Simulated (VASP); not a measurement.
# Nb (P6/mmm) in VASP: a series of runs, part 2 of 2

VASP 6.6.1. Earlier steps stand in the parts before.

### 3 Single point, PBEsol (volume scaled by 1.04)

File INCAR:

```
SYSTEM = Nb
ALGO = Normal
EDIFF = 1E-7
ENCUT = 520
GGA = PS
ISIF = 2
ISMEAR = -1
LASPH = .True.
LCHARG = .False.
LREAL = .False.
LWAVE = .False.
NBANDS = 26
NELM = 80
PREC = Accurate
SIGMA = 0.1
```

File KPOINTS:

```
k-points
0
Gamma
  9 9 13
  0 0 0
```

File POSCAR:

```
Nb
1.0
    4.8892896014      0.0000000000      0.0000000000
   -2.4446448007      4.2342490012      0.0000000000
    0.0000000000      0.0000000000      2.6908431152
Nb
3
Direct
    0.0000000000      1.0000000000      1.0000000000
    0.3333333333      0.6666666667      0.5000000000
    0.6666666667      0.3333333333      0.5000000000
```

Potentials or basis: VASP PAW PBE potentials, release 64 (Nb_sv).

Command:

```
> cat potpaw_PBE.64/Nb_sv/POTCAR > POTCAR
> mpirun -np 1 vasp_std > vasp.out
```

Wall time 98 s (1 thread of Intel Xeon Platinum 8259CL at 2.50GHz (Skylake/Cascade Lake), shared host); peak memory 0.22 GiB.

The run converged. Its results:

* Free energy: -32.2351 eV
* Pressure: -6.6 GPa

Stress tensor (GPa, compression positive):
```
-6.03  0.00  0.00
 0.00 -6.03  0.00
 0.00  0.00 -7.66
```

Levels at points of the mesh, in eV from the Fermi level:
| k point | band 16 | band 17 | band 18 | band 19 | band 20 | band 21 | band 22 | band 23 | band 24 | band 25 |
| --- | --- | --- | --- | --- | --- | --- | --- | --- | --- | --- |
| (0.00, 0.00, 0.00) | -1.19 | -1.19 | -1.19 | -1.19 | -0.96 | 0.62 | 0.62 | 2.89 | 2.89 | 2.91 |

Caveat: the PAW data sets were made with another functional, which shifts forces and pressure a little.

### 4 Single point, PBEsol (volume scaled by 1.08)

File INCAR:

```
PREC = Accurate ; ENCUT = 520
EDIFF = 1E-6 ; ISMEAR = -1
SIGMA = 0.1 ; LREAL = False
LASPH = True ; NELM = 100
ALGO = Normal ; ISIF = 2
LWAVE = False ; LCHARG = False
GGA = PS ; NBANDS = 26
```

File KPOINTS:

```
regular mesh
0
Gamma
  9 9 13
```

File POSCAR:

```
Nb
1.0
    4.9511859140      0.0000000000      0.0000000000
   -2.4755929570      4.2878527804      0.0000000000
    0.0000000000      0.0000000000      2.7249080368
Nb
3
Direct
    0.0000000000      1.0000000000      1.0000000000
    0.3333333333      0.6666666667      0.5000000000
    0.6666666667      0.3333333333      0.5000000000
```

Potentials or basis: VASP PAW PBE potentials, release 64 (Nb_sv).

Command:

```
> cat potpaw_PBE.64/Nb_sv/POTCAR > POTCAR
> mpirun -np 1 vasp_std > vasp.out
```

OUTCAR:

```text
PREC = Accurate
   ENCUT = 520
   EDIFF = 1E-6
   ISMEAR = -1
   LREAL = False
   LASPH = True
   NELM = 100
   ISIF = 2
   GGA = PS

 ion  position               nearest neighbor table
   1  0.000  0.000  0.000-
   2  0.333  0.667  0.500-   3 2.86   3 2.86   3 2.86
   3  0.667  0.333  0.500-   2 2.86   2 2.86   2 2.86

  LATTYP: Found a hexagonal cell.
 ALAT       =     4.9511859140
 C/A-ratio  =     0.5503546189

  Lattice vectors:
[... 887 lines left out ...]

  FORCE on cell =-STRESS in cart. coord.  units (eV):
  Direction    XX          YY          ZZ          XY          YZ          ZX
  --------------------------------------------------------------------------------------
  -------------------------------------------------------------------------------------
  Total       -4.0156926     -4.0156926     -4.8198080      0.0000000      0.0000000      0.0000000
  in kB     -111.2167225   -111.2167225   -133.4871233      0.0000000      0.0000000      0.0000000
  external PRESSURE =    -118.6401894 kB  Pullay stress =       0.0000000 kB

 VOLUME and BASIS-vectors are now :
 -----------------------------------------------------------------------------
  energy-cutoff  :      520.00
  volume of cell :       57.85
      direct lattice vectors                 reciprocal lattice vectors
     4.951185914  0.000000000  0.000000000     0.201971814  0.116608481  0.000000000
    -2.475592957  4.287852780  0.000000000     0.000000000  0.233216962  0.000000000
     0.000000000  0.000000000  2.724908037     0.000000000  0.000000000  0.366984862

 POSITION                                       TOTAL-FORCE (eV/Angst)
 -----------------------------------------------------------------------------------
      0.00000      0.00000      0.00000         0.000000      0.000000     -0.000000
     -0.00000      2.85857      1.36245         0.000000      0.000000     -0.000000
      2.47559      1.42928      1.36245        -0.000000      0.000000      0.000000
 -----------------------------------------------------------------------------------
    total drift:                                0.000000     -0.000000      0.000000

  FREE ENERGIE OF THE ION-ELECTRON SYSTEM (eV)
  ---------------------------------------------------
  free  energy   TOTEN  =       -32.1123685654 eV

  energy  without entropy=      -32.0037661486  energy(sigma->0) =      -32.05806736
```

OSZICAR:

```text
N       E                     dE             d eps       ncg     rms          rms(c)
DAV:   1     0.490370476115E+03    0.49037E+03   -0.21541E+04  4368   0.154E+03
DAV:   2     0.304418194035E+01   -0.48733E+03   -0.47915E+03  5106   0.634E+02
DAV:   3    -0.317951519308E+02   -0.34839E+02   -0.33992E+02  8472   0.123E+02
DAV:   4    -0.336633506229E+02   -0.18682E+01   -0.18400E+01  6854   0.248E+01
DAV:   5    -0.337567505734E+02   -0.93400E-01   -0.93080E-01  7496   0.572E+00    0.117E+01
DAV:   6    -0.322854591483E+02    0.14713E+01   -0.30214E+00  6384   0.143E+01    0.394E+00
DAV:   7    -0.321121563517E+02    0.17330E+00   -0.12323E+00  8288   0.848E+00    0.193E+00
DAV:   8    -0.321078685502E+02    0.42878E-02   -0.15832E-01  7368   0.304E+00    0.149E+00
DAV:   9    -0.321129709397E+02   -0.51024E-02   -0.58590E-02  6200   0.228E+00    0.248E-01
DAV:  10    -0.321123338406E+02    0.63710E-03   -0.61037E-03  7236   0.679E-01    0.517E-02
DAV:  11    -0.321123667024E+02   -0.32862E-04   -0.34858E-04  7638   0.147E-01    0.254E-02
DAV:  12    -0.321123701909E+02   -0.34885E-05   -0.44781E-05  7372   0.555E-02    0.732E-03
DAV:  13    -0.321123689562E+02    0.12347E-05   -0.54310E-06  5410   0.288E-02    0.331E-03
DAV:  14    -0.321123685654E+02    0.39085E-06   -0.36274E-07  3228   0.676E-03
   1 F= -.32112369E+02 E0= -.32058067E+02  d E =-.108602E+00
```

Run time: 1.7 min. Hardware: 1 thread of Intel Xeon Platinum 8259CL at 2.50GHz (Skylake/Cascade Lake), shared host; peak memory 0.24 GiB.

What came out:

```
Free energy : -32.1124 eV
Pressure    : -11.9 GPa
```

Stress tensor (GPa, compression positive):
```
-11.12   0.00   0.00
  0.00 -11.12   0.00
  0.00   0.00 -13.35
```

Caveat: the PAW data sets were made with another functional, which shifts forces and pressure a little.

### 5 Single point, PBEsol (volume scaled by 1.12)

File INCAR:

```
SYSTEM = Nb
PREC = Accurate
ENCUT = 520
EDIFF = 1E-7
ISMEAR = -1
SIGMA = 0.1
LREAL = .FALSE.
LASPH = .TRUE.
NELM = 80
ALGO = Normal
ISIF = 2
LWAVE = .FALSE.
LCHARG = .TRUE.
GGA = PS
LELF = .TRUE.
LVHAR = .TRUE.
NBANDS = 26
```

File KPOINTS:

```
Automatic mesh
0
G
  9 9 13
  0 0 0
```

File POSCAR:

```
Nb
1.0
    5.0115721814      0.0000000000      0.0000000000
   -2.5057860907      4.3401488220      0.0000000000
    0.0000000000      0.0000000000      2.7581418980
Nb
3
Direct
    0.0000000000      1.0000000000      1.0000000000
    0.3333333333      0.6666666667      0.5000000000
    0.6666666667      0.3333333333      0.5000000000
```

Command:

```
> cat potpaw_PBE.64/Nb_sv/POTCAR > POTCAR
> mpirun -np 1 vasp_std > vasp.out
```

Run time: 2.2 min. Hardware: 1 thread of Intel Xeon Platinum 8259CL at 2.50GHz (Skylake/Cascade Lake), shared host; peak memory 0.25 GiB.

It converged, with:

```
Free energy : -31.9254 eV
Pressure    : -16.2 GPa
```

Stress tensor (GPa, compression positive):
```
-15.30   0.00   0.00
  0.00 -15.30   0.00
  0.00   0.00 -18.01
```

Levels at points of the mesh, in eV from the Fermi level:
| k point | band 16 | band 17 | band 18 | band 19 | band 20 | band 21 | band 22 | band 23 | band 24 | band 25 |
| --- | --- | --- | --- | --- | --- | --- | --- | --- | --- | --- |
| (0.00, 0.00, 0.00) | -1.16 | -1.16 | -1.14 | -1.14 | -0.88 | 0.60 | 0.60 | 2.67 | 2.67 | 2.69 |

Caveat: the PAW data sets were made with another functional, which shifts forces and pressure a little.

### 6 The runs side by side

| cell | gap on the mesh (eV) | pressure (GPa) |
| --- | --- | --- |
| a = 4.826, b = 4.826, c = 2.656 Å, angles 90.0, 90.0, 120.0°, 3 atoms | none | -0.2 |
| a = 4.889, b = 4.889, c = 2.691 Å, angles 90.0, 90.0, 120.0°, 3 atoms | none | -6.6 |
| a = 4.951, b = 4.951, c = 2.725 Å, angles 90.0, 90.0, 120.0°, 3 atoms | none | -11.9 |
| a = 5.012, b = 5.012, c = 2.758 Å, angles 90.0, 90.0, 120.0°, 3 atoms | none | -16.2 |

Alike in all rows: task single point; level PBEsol; potentials or basis VASP PAW PBE potentials, release 64 (Nb_sv); no spin polarisation; k mesh 9 × 9 × 13; cutoff (eV) 520; smearing fermi-dirac 0.1 eV.

Caveats: the PAW data sets were made with another functional, which shifts forces and pressure a little.

Total energies depend on the potentials used, so only differences within one code and one set of settings carry meaning.
